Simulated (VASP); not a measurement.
Input of a VASP 6.6.1 run:

Contents of INCAR:

```
SYSTEM = C
ALGO = Normal
EDIFF = 1E-6
ENCUT = 520
GGA = PS
ISIF = 2
ISMEAR = 0
LASPH = .TRUE.
LCHARG = .FALSE.
LREAL = .FALSE.
LWAVE = .FALSE.
NBANDS = 11
NELM = 60
PREC = Accurate
SIGMA = 0.05
```

KPOINTS

```
k-points
0
G
  15 15 15
  0 0 0
```

The input POSCAR:

```
C
1.0
    1.1973256878      0.6912763082      3.3470108394
   -1.1973256878      0.6912763082      3.3470108394
    0.0000000000     -1.3825526163      3.3470108394
C
2
Direct
    0.1640000000      0.1640000000      0.1640000000
    0.8360000000      0.8360000000      0.8360000000
```

Potentials or basis: VASP PAW PBE potentials, release 64 (C).

The run is started by

```console
$ cat potpaw_PBE.64/C/POTCAR > POTCAR
$ mpirun -np 1 vasp_std > vasp.out
```

Task: What does it give for the largest force?

Result: 0.844 eV/Å.

Task: Predict the pressure.

Result: 25.8 GPa.

Forces in eV/Å, atoms in the order of the input:
```
C    0.000  0.000  0.844
C    0.000  0.000 -0.844
```

Caveat: the cell differs from its parent crystal (strain -0.025 along x and y, +0.000 along z); the cell stands under pressure; this functional lacks dispersion, which binds the layers, so the pressure and a relaxed spacing across them are unreliable; the PAW data sets were made with another functional, which shifts forces and pressure a little.
